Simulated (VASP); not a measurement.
A run of VASP 6.6.1 is set up as follows.

The input INCAR:

```
PREC = Accurate
ENCUT = 600
EDIFF = 1E-6
ISMEAR = 0
SIGMA = 0.01
LREAL = False
LASPH = True
NELM = 120
ALGO = Normal
ISIF = 2
LWAVE = False
LCHARG = True
GGA = CA
LELF = True
LVHAR = True
NBANDS = 19
GGA_COMPAT = False
```

Contents of KPOINTS:

```
regular mesh
0
Gamma
  6 6 6
```

POSCAR

```
CaF2
1.0
    0.0000000000      2.7310000000      2.7310000000
    2.7310000000      0.0000000000      2.7310000000
    2.7310000000      2.7310000000      0.0000000000
Ca F
1 2
Direct
    0.0000000000      0.0000000000      0.0000000000
    0.2500000000      0.2500000000      0.2500000000
    0.7500000000      0.7500000000      0.7500000000
```

Potentials or basis: VASP PAW LDA potentials, release 64 (Ca_sv, F).

Run with:

```sh
$ cat potpaw_LDA.64/Ca_sv/POTCAR potpaw_LDA.64/F/POTCAR > POTCAR
$ mpirun -np 1 vasp_std > vasp.out
```

What does it give for the band gap on the k mesh?

6.91 eV, indirect (least direct gap 7.17 eV).

Predict the pressure.

-6.2 GPa.

A k mesh can miss the band edges. LDA gaps usually lie below the measured ones, often by a third to a half.
